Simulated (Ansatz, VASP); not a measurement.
# NbIn2Se3 in VASP and in Ansatz

```
CELL_PARAMETERS angstrom
5.49194 -2.40435 0.11610
5.49194 2.40435 0.11610
-3.24137 0.00000 6.30872
ATOMIC_POSITIONS crystal
Nb 0.21176 0.21176 0.82618
In 0.50620 0.50620 0.13639
In 0.37140 0.37140 0.57062
Se 0.99206 0.99206 0.49393
Se 0.75702 0.75702 0.83099
Se 0.16156 0.16156 0.14189
```

Change from the starting cell: species swapped into the Hf2Ga3Co type (Cm, No. 8).

Alike in both runs: functional PBE; k mesh 4 × 4 × 4; occupations gaussian, width 0.1 eV; no spin polarisation.

Ansatz relaxed the structure, and its values are those at the end. VASP's run is a single point on that final structure, the one shown.

```csv
,VASP,Ansatz
version,VASP 6.6.1,Ansatz 0.2.0
potentials or method,"VASP PAW PBE potentials, release 64 (Nb_sv, In_d, Se), cutoff 500 eV","scalar-relativistic, plane waves, PAW"
valence electrons in the cell,57,87
```

|  | VASP | Ansatz | Ansatz less VASP |
| --- | --- | --- | --- |
| gap on the k mesh at the Fermi level (eV) | none | none | - |
| pressure (GPa) | 0.0 | 0.0 | +0.02 |
| rms of the force components (eV/Å) | 0.012 | 0.013 | +0.0016 |

A gap of «none» marks a metal or a gap that the smearing closes. VASP's potentials hold 57 valence electrons a cell and Ansatz's 87, so a difference there can come from the potentials and not from the codes.

The k mesh is coarse, so the values compare programs but aren't converged.
